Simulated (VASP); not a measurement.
# V (Im-3m) in VASP: relaxation of volume and atoms at fixed shape with PBE

Aim: the relaxation of volume and atoms at fixed shape of V with PBE.

Everything below comes from runs of VASP 6.6.1. Logs are shortened: lines on timing, memory, paths and dates and some standing lists are left out, and cuts for length are marked.

## (1) The cell of the first run

The structure is cubic, space group Im-3m (No. 229). Conventional cell: a = 3.030 Å, b = 3.030 Å, c = 3.030 Å, α = 90.00°, β = 90.00°, γ = 90.00°. V (site symmetry m-3m) has 14 V at 2.62 to 3.03 Å within 3.5 Å.

## (2) Relaxation of volume and atoms at fixed shape, PBE, collinear spin, ferromagnetic start

INCAR

```
SYSTEM = V
PREC = Accurate
ENCUT = 600
EDIFF = 1E-6
ISMEAR = 0
SIGMA = 0.05
LREAL = .FALSE.
LASPH = .TRUE.
NELM = 150
ALGO = Normal
ISIF = 8
LWAVE = .FALSE.
LCHARG = .FALSE.
ISPIN = 2
MAGMOM = 1.5 1.5
LORBIT = 11
LMAXMIX = 4
GGA = PE
IBRION = 2
NSW = 60
EDIFFG = -0.01
```

KPOINTS

```
regular mesh
0
G
  8 8 8
  0 0 0
```

POSCAR

```
V
1.0
    3.0300000000      0.0000000000      0.0000000000
    0.0000000000      3.0300000000      0.0000000000
    0.0000000000      0.0000000000      3.0300000000
V
2
Direct
    0.0000000000      0.0000000000      0.0000000000
    0.5000000000      0.5000000000      0.5000000000
```

Potentials or basis: VASP PAW PBE potentials, release 64 (V_sv).

Started as:

```bash
$ cat potpaw_PBE.64/V_sv/POTCAR > POTCAR
$ mpirun -np 1 vasp_std > vasp.out
```

OUTCAR:

```text
SYSTEM = V
   PREC = Accurate
   ENCUT = 600
   EDIFF = 1E-6
   ISMEAR = 0
   LREAL = .FALSE.
   LASPH = .TRUE.
   NELM = 150
   ISIF = 8
   ISPIN = 2
   LORBIT = 11
   GGA = PE
   IBRION = 2
   NSW = 60
   EDIFFG = -0.01

 ion  position               nearest neighbor table
   1  0.000  0.000  0.000-   2 2.62   2 2.62   2 2.62   2 2.62   2 2.62   2 2.62   2 2.62   2 2.62

   2  0.500  0.500  0.500-   1 2.62   1 2.62   1 2.62   1 2.62   1 2.62   1 2.62   1 2.62   1 2.62

  LATTYP: Found a simple cubic cell.
 ALAT       =     3.0300000000

  Lattice vectors:

 A1 = (   3.0300000000,   0.0000000000,   0.0000000000)
 A2 = (   0.0000000000,   3.0300000000,   0.0000000000)
 A3 = (   0.0000000000,   0.0000000000,   3.0300000000)

Analysis of symmetry for initial positions (statically):
=====================================================================
 Subroutine PRICEL returns following result:

  LATTYP: Found a body centered cubic cell.
 ALAT       =     3.0300000000
[... 12 lines left out ...]
 Subroutine GETGRP returns: Found 48 space group operations
 (whereof 48 operations were pure point group operations)
 out of a pool of 48 trial point group operations.

The static configuration has the point symmetry O_h .

Analysis of symmetry for dynamics (positions and initial velocities):
=====================================================================
 Subroutine PRICEL returns following result:

  LATTYP: Found a body centered cubic cell.
 ALAT       =     3.0300000000
[... 12 lines left out ...]
 Subroutine GETGRP returns: Found 48 space group operations
 (whereof 48 operations were pure point group operations)
 out of a pool of 48 trial point group operations.

The dynamic configuration has the point symmetry O_h .

Analysis of structural, dynamic, and magnetic symmetry:
=====================================================================
 Subroutine PRICEL returns following result:

  LATTYP: Found a body centered cubic cell.
 ALAT       =     3.0300000000
[... 12 lines left out ...]
 Subroutine GETGRP returns: Found 48 space group operations
 (whereof 48 operations were pure point group operations)
 out of a pool of 48 trial point group operations.

The overall configuration has the point symmetry O_h .

 Subroutine INISYM returns: Found 48 space group operations
 (whereof 48 operations are pure point group operations),
 and found     2 'primitive' translations

----------------------------------------------------------------------------------------

                                     Primitive cell
[... 111 lines left out ...]
  Fermi-wavevector in a.u.,A,eV,Ry     =   1.600626  3.024745 34.858194  2.562005
  Thomas-Fermi vector in A             =   2.697733
   LORBIT       =     11    0 simple, 1 ext, 2 COOP (PROOUT), +10 PAW based schemes
   GGA     = PE    functional components
   LHFCALC =     F    Hartree Fock is set to
   AEXX    =    0.0000 exact exchange contribution
   IVDW    =     0    specifies the selected vdW correction
   LEPSILON=     F    determine dielectric tensor
   LRPA    =     F    only Hartree local field effects (RPA)
 conjugate gradient relaxation of ions
 spin polarized calculation
 Gauss-broadening in eV      SIGMA  =   0.05
  energy-cutoff  :      600.00
  volume of cell :       27.82
 maximum number of plane-waves:       952
   NGX = 13   NGY = 13   NGZ = 13

--------------------------------------- Ionic step        1  -------------------------------------------

 number of electron      25.9999991 magnetization       0.3221701

 Free energy of the ion-electron system (eV)
  ---------------------------------------------------
  ext. energy  EPLUGINS =         0.00000000
  ---------------------------------------------------
  free energy    TOTEN  =       -17.96550646 eV

  energy without entropy =      -17.95979236  energy(sigma->0) =      -17.96264941

------------------------ aborting loop because EDIFF is reached ----------------------------------------

  FORCE on cell =-STRESS in cart. coord.  units (eV):
  Direction    XX          YY          ZZ          XY          YZ          ZX
  --------------------------------------------------------------------------------------
  -------------------------------------------------------------------------------------
  Total       -0.9514269     -0.9514269     -0.9514269      0.0000000      0.0000000      0.0000000
  in kB      -54.7971698    -54.7971698    -54.7971698      0.0000000      0.0000000      0.0000000
  external PRESSURE =     -54.7971698 kB  Pullay stress =       0.0000000 kB
[... 23 lines left out ...]
--------------------------------------- Ionic step        2  -------------------------------------------

 number of electron      26.0000009 magnetization       0.1226803

 E-fermi :  10.1744     XC(G=0): -13.1099

 val. band max:       10.1474494179   @ k =   0.3750   0.2500   0.0000
 cond. band min:      10.1795619680   @ k =   0.2500   0.2500   0.0000
 fundamental gap:      0.0321125501
 Fermi energy:        10.1743512669

 spin component 1

 k-point     1 :       0.0000    0.0000    0.0000
  band No.  band energies     occupation
      1     -53.5231      1.00000
      2     -53.1373      1.00000
      3     -27.4465      1.00000
      4     -27.4465      1.00000
      5     -27.4465      1.00000
      6     -26.7598      1.00000
[... 1086 lines left out ...]
--------------------------------------- Ionic step        3  -------------------------------------------

 number of electron      25.9999988 magnetization       0.1722078

 Free energy of the ion-electron system (eV)
  ---------------------------------------------------
  ext. energy  EPLUGINS =         0.00000000
  ---------------------------------------------------
  free energy    TOTEN  =       -17.98157504 eV

  energy without entropy =      -17.97662618  energy(sigma->0) =      -17.97910061

 E-fermi :   9.7251     XC(G=0): -12.9100

 val. band max:        9.7013991825   @ k =   0.3750   0.1250   0.0000
 cond. band min:       9.7324939302   @ k =   0.3750   0.3750   0.0000
 fundamental gap:      0.0310947477
 Fermi energy:         9.7250512798

 spin component 1

 k-point     1 :       0.0000    0.0000    0.0000
  band No.  band energies     occupation
      1     -54.0279      1.00000
      2     -53.6925      1.00000
      3     -27.9432      1.00000
      4     -27.9432      1.00000
      5     -27.9432      1.00000
      6     -27.3270      1.00000
[... 1080 lines left out ...]
  FREE ENERGIE OF THE ION-ELECTRON SYSTEM (eV)
  ---------------------------------------------------
  free  energy   TOTEN  =       -17.9815750420 eV

  energy  without entropy=      -17.9766261815  energy(sigma->0) =      -17.97910061

 reached required accuracy - stopping structural energy minimisation

 total charge

# of ion       s       p       d       tot
------------------------------------------
    1        2.341   6.221   3.092  11.654
    2        2.341   6.221   3.092  11.654
--------------------------------------------------
tot          4.682  12.443   6.183  23.308

 magnetization (x)

# of ion       s       p       d       tot
------------------------------------------
    1        0.001   0.002   0.074   0.077
    2        0.001   0.002   0.074   0.077
--------------------------------------------------
tot          0.001   0.005   0.148   0.154
```

CONTCAR:

```text
V
   1.00000000000000
     2.9966238423720393    0.0000000000000000    0.0000000000000000
     0.0000000000000000    2.9966238423720393    0.0000000000000000
     0.0000000000000000    0.0000000000000000    2.9966238423720393
  V
     2
Direct
     0.0000000000000000    0.0000000000000000    0.0000000000000000
     0.5000000000000000    0.5000000000000000    0.5000000000000000

  0.00000000E+00  0.00000000E+00  0.00000000E+00
  0.00000000E+00  0.00000000E+00  0.00000000E+00
```

Run time: 46 s. Hardware: 1 thread of Intel Xeon Platinum 8488C (Sapphire Rapids), shared host; peak memory 0.17 GiB.

Results:

- Free energy: -17.9816 eV
- Relaxed volume: 13.45 Å³/atom
- Relaxed cell: a = 2.997 Å, b = 2.997 Å, c = 2.997 Å, α = 90.00°, β = 90.00°, γ = 90.00°
- Space group after relaxing (to 0.1 Å): Im-3m (No. 229)
- Energy gained by relaxing: 8.0 meV/atom
- Ionic steps: 3
- Pressure after relaxing: 0.0 GPa
- Net moment: 0.17 μB per cell
- Site moments: V +0.08 μB
- Valence electrons inside the program's atomic spheres: V 11.65

Step by step:
| step | energy change (eV) | largest force (eV/Å) | pressure (GPa) | volume (Å³) |
| --- | --- | --- | --- | --- |
| 1 | 0.0000 | 0.0000 | -5.48 | 27.82 |
| 2 | 0.0051 | 0.0000 | 7.56 | 25.95 |
| 3 | -0.0161 | 0.0000 | -0.02 | 26.91 |

Final structure:
```xyz
2
Lattice="2.9966 0.0000 0.0000 0.0000 2.9966 0.0000 0.0000 0.0000 2.9966" Properties=species:S:1:pos:R:3 pbc="T T T"
V     0.0000    0.0000    0.0000
V     1.4983    1.4983    1.4983
```
